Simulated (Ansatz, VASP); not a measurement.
**One calculation of Cu2Mo, two programs**

Contents of INCAR:

```
  PREC = Accurate
  ENCUT = 600
  EDIFF = 1E-6
  ISMEAR = 0
  SIGMA = 0.1
  LREAL = False
  LASPH = True
  NELM = 80
  ALGO = Fast
  ISIF = 3
  LWAVE = False
  LCHARG = False
  GGA = PE
  IBRION = 2
  NSW = 100
  EDIFFG = -0.01
```

KPOINTS

```
Automatic mesh
0
Gamma
  14 14 14
```

The input POSCAR:

```
Cu2Mo
1.0
    0.0000000000      2.8133995600      2.8133995600
    2.8133995600      0.0000000000      2.8133995600
    2.8133995600      2.8133995600      0.0000000000
Cu Mo
2 1
Direct
    0.7500000000      0.7500000000      0.7500000000
    0.0000000000      0.0000000000      0.0000000000
    0.2500000000      0.2500000000      0.2500000000
```

Input for Ansatz:

```yaml
crystal:
  lattice:
    - [0.0, 2.81339956, 2.81339956]
    - [2.81339956, 0.0, 2.81339956]
    - [2.81339956, 2.81339956, 0.0]
  atoms:
    - { symbol: Cu, position: [0.75, 0.75, 0.75] }
    - { symbol: Cu, position: [0.0, 0.0, 0.0] }
    - { symbol: Mo, position: [0.25, 0.25, 0.25] }
basis:
  ecutwfc: 420
kpoints:
  mp_grid: { grid: [14, 14, 14] }
hamiltonian:
  xc: pbe
scf:
  occupations: { method: gaussian, width: 0.1 }
output:
  forces: true
  stress: true
  eigenvalues: true
  write_density: true
  write_potential: true
  elf: true
  volumetric_format: npy
relax:
  adjacent_minimum: "off"
  f_tol: 0.01
  max_steps: 80
  cell: { stress_tol: 0.05 }
```

Alike in both runs: task relaxation of cell and atoms; functional PBE; k mesh 14 × 14 × 14; occupations gaussian, width 0.1 eV; no spin polarisation.

```csv
,VASP,Ansatz
version,VASP 6.6.1,Ansatz 0.2.0
potentials or method,"VASP PAW PBE potentials, release 64 (Cu, Mo_sv), cutoff 600 eV","scalar-relativistic, plane waves, PAW"
valence electrons in the cell,36,52
```

|  | VASP | Ansatz | Ansatz less VASP |
| --- | --- | --- | --- |
| gap on the k mesh at the Fermi level, each at its own relaxed structure (eV) | none | none | - |
| relaxed volume (Å³/atom) | 14.91 | 14.88 | -0.029 |
| relaxed cell length with the largest relative difference (Å) | 3.985 | 3.982 | -0.0026 |

A gap of «none» marks a metal or a gap that the smearing closes. VASP's potentials hold 36 valence electrons a cell and Ansatz's 52, so a difference there can come from the potentials and not from the codes.
